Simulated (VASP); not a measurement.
Runs of VASP 6.6.1 on Lu3F2. The structure is that of space group Pm-3m (No. 221), or close to it. The cells are those of the table. The cell was generated, and may not be a known phase.

```csv
task,cell,k mesh,cutoff (eV),gap on the mesh (eV),pressure (GPa),relaxed volume (Å³/atom)
single point,"a = 4.549 Å, 5 atoms",4 × 4 × 4,520,none,10.8,-
single point,"a = 4.845 Å, 5 atoms",4 × 4 × 4,520,none,(b),-
single point,"a = 4.861 Å, 5 atoms",8 × 8 × 8,520,none,0.1,-
relaxation of cell and atoms,"relaxed from a = 4.549 Å, 5 atoms",4 × 4 × 4,600,none,0.0,22.88
relaxation of cell and atoms,"relaxed from a = 4.845 Å, 5 atoms",8 × 8 × 8,600,none,0.0,(a)
```

Alike in all rows: level PBE; potentials or basis VASP PAW PBE potentials, release 64 (Lu, F); no spin polarisation; smearing gaussian 0.1 eV.

Q: Estimate the missing entries.

A: (a) 23.02; (b) 0.2.

Caveats: spin-orbit coupling is left out, which moves the levels of the heavy elements; the cell stands under pressure (at least some runs); the volume moved by over 15 % at a fixed basis, so the end points are rough (at least some runs).

A k mesh can miss the band edges, and the runs leave out spin-orbit coupling on Lu.

A gap of «none» marks levels without a gap at the run's occupations.
